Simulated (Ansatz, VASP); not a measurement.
## MgI2: VASP beside Ansatz

Contents of INCAR:

```
ALGO = Normal
EDIFF = 1E-6
ENCUT = 520
GGA = PS
ISIF = 2
ISMEAR = -1
LASPH = True
LCHARG = False
LREAL = False
LWAVE = False
NBANDS = 15
NELM = 60
PREC = Accurate
SIGMA = 0.03
```

KPOINTS

```
k-points
0
Gamma
  7 7 4
```

File POSCAR:

```
MgI2
1.0
    4.1537001214      0.0000000000      0.0000000000
   -2.0768500607      3.5972098248      0.0000000000
    0.0000000000      0.0000000000      6.9306200000
Mg I
1 2
Direct
    0.0000000000      0.0000000000      0.0000000000
    0.3333333333      0.6666666667      0.7576300000
    0.6666666667      0.3333333333      0.2423700000
```

Input for Ansatz:

```yaml
crystal:
  lattice:
    - [4.1537001214, 0.0, 0.0]
    - [-2.0768500607, 3.5972098248, 0.0]
    - [0.0, 0.0, 6.93062]
  atoms:
    - { symbol: Mg, position: [0.0, 0.0, 0.0] }
    - { symbol: I, position: [0.3333333333, 0.6666666667, 0.75763] }
    - { symbol: I, position: [0.6666666667, 0.3333333333, 0.24237] }
kpoints:
  mp_grid: { grid: [7, 7, 4] }
  band_path:
    path:
      - [0.0, 0.0, 0.0]
      - [0.5, 0.0, 0.0]
      - [0.3333333333, 0.3333333333, 0.0]
      - [0.0, 0.0, 0.0]
      - [0.0, 0.0, 0.5]
      - [0.5, 0.0, 0.5]
      - [0.3333333333, 0.3333333333, 0.5]
      - [0.0, 0.0, 0.5]
      - [0.5, 0.0, 0.5]
    npoints: 5
scf:
  occupations: { method: fermi_dirac, width: 0.03 }
hamiltonian:
  xc: pbesol
  pseudopotentials: { kind: all_electron, lapw: { basis_error: 0.001 } }
output:
  forces: true
  stress: true
  eigenvalues: true
```

Change from the starting cell: zz strain of +1 %.

Alike in both runs: task single point; functional PBEsol; k mesh 7 × 7 × 4; occupations fermi-dirac, width 0.03 eV; no spin polarisation.

```csv
,VASP,Ansatz
version,VASP 6.6.1,Ansatz 0.2.0
potentials or method,"VASP PAW PBE potentials, release 64 (Mg, I), cutoff 520 eV","all-electron LAPW, scalar-relativistic"
```

|  | VASP | Ansatz | Ansatz less VASP |
| --- | --- | --- | --- |
| gap on the k mesh at the Fermi level (eV) | 3.51 | 3.52 | +0.016 |
| pressure (GPa) | -0.5 | -0.5 | +0.03 |
| traceless stress, the component that is largest in VASP (GPa) | 0.08 | 0.08 | -0.005 |
| rms of the force components (eV/Å) | 0.053 | 0.051 | -0.0014 |

VASP's potentials were made for PBE, not for PBEsol. Atom by atom the forces differ by 0.001 eV/Å (rms over components). Ansatz ran all-electron here, and VASP with PAW potentials.

Neither program's run includes spin-orbit coupling.
